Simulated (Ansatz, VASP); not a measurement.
# P in VASP and in Ansatz

Contents of INCAR:

```
PREC = Accurate
ENCUT = 520
EDIFF = 1E-6
ISMEAR = 0
SIGMA = 0.05
LREAL = False
LASPH = True
NELM = 100
ALGO = Normal
ISIF = 2
LWAVE = False
LCHARG = False
GGA = PS
NBANDS = 18
```

The input KPOINTS:

```
regular mesh
0
Gamma
  10 1 8
```

POSCAR

```
P
1.0
    3.4665236214      0.0000000000      0.0000000000
    0.0000000000     36.7974240259      0.0000000000
    0.0000000000      0.0000000000      4.1564488800
P
4
Direct
    0.0000000000      0.9702614300      0.5921507200
    0.0000000000      0.0297385700      0.4078492800
    0.5000000000      0.0297385700      0.0921507200
    0.5000000000      0.9702614300      0.9078492800
```

Input for Ansatz:

```yaml
crystal:
  lattice:
    - [3.4665236214, 0.0, 0.0]
    - [0.0, 36.7974240259, 0.0]
    - [0.0, 0.0, 4.15644888]
  atoms:
    - { symbol: P, position: [0.0, 0.97026143, 0.59215072] }
    - { symbol: P, position: [0.0, 0.02973857, 0.40784928] }
    - { symbol: P, position: [0.5, 0.02973857, 0.09215072] }
    - { symbol: P, position: [0.5, 0.97026143, 0.90784928] }
basis:
  ecutwfc: 420
kpoints:
  mp_grid: { grid: [10, 1, 8] }
hamiltonian:
  xc: pbesol
scf:
  occupations: { method: gaussian, width: 0.05 }
output:
  forces: true
  stress: true
  eigenvalues: true
  write_density: true
  write_potential: true
  elf: true
  volumetric_format: npy
```

Alike in both runs: task single point; functional PBEsol; k mesh 10 × 1 × 8; occupations gaussian, width 0.05 eV; no spin polarisation.

|  | VASP | Ansatz |
| --- | --- | --- |
| version | VASP 6.6.1 | Ansatz 0.2.0 |
| potentials or method | VASP PAW PBE potentials, release 64 (P), cutoff 520 eV | scalar-relativistic, plane waves, PAW |
| valence electrons in the cell | 20 | 20 |

|  | VASP | Ansatz | Ansatz less VASP |
| --- | --- | --- | --- |
| gap on the k mesh at the Fermi level (eV) | 0.11 | 0.11 | -0.009 |
| least direct gap on the mesh (eV) | 0.22 | 0.21 | -0.010 |
| rms of the force components (eV/Å) | 0.925 | 0.927 | +0.0023 |

VASP's potentials were made for PBE, not for PBEsol. Atom by atom the forces differ by 0.009 eV/Å (rms over components). With one functional, cell and mesh, what is left measures potentials, basis and numerics. Ansatz's warnings: xc potential rough in thin density.
